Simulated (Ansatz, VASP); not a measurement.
## MoS: VASP beside Ansatz

```xyz
4
Lattice="4.0595 0.0000 0.0000 -2.0297 3.5156 0.0000 0.0000 0.0000 4.9588" Properties=species:S:1:pos:R:3 pbc="T T T"
Mo    0.0000    2.3437    1.2397
Mo    2.0297    1.1719    3.7191
S     0.0000    2.3437    3.7191
S     2.0297    1.1719    1.2397
```

Alike in both runs: task relaxation of cell and atoms; functional PBE; k mesh 12 × 12 × 10; occupations gaussian, width 0.1 eV; no spin polarisation.

```csv
,VASP,Ansatz
version,VASP 6.6.1,Ansatz 0.2.0
potentials or method,"VASP PAW PBE potentials, release 64 (Mo_sv, S), cutoff 600 eV","scalar-relativistic, plane waves, PAW"
valence electrons in the cell,40,40
```

```tsv
	VASP	Ansatz	Ansatz less VASP
gap on the k mesh at the Fermi level, each at its own relaxed structure (eV)	none	none	-
relaxed volume (Å³/atom)	17.68	17.68	+0.005
relaxed length of the cell vector where the two differ most in proportion (Å)	4.968	4.968	+0.0006
```

A gap of «none» marks a metal or a gap that the smearing closes.
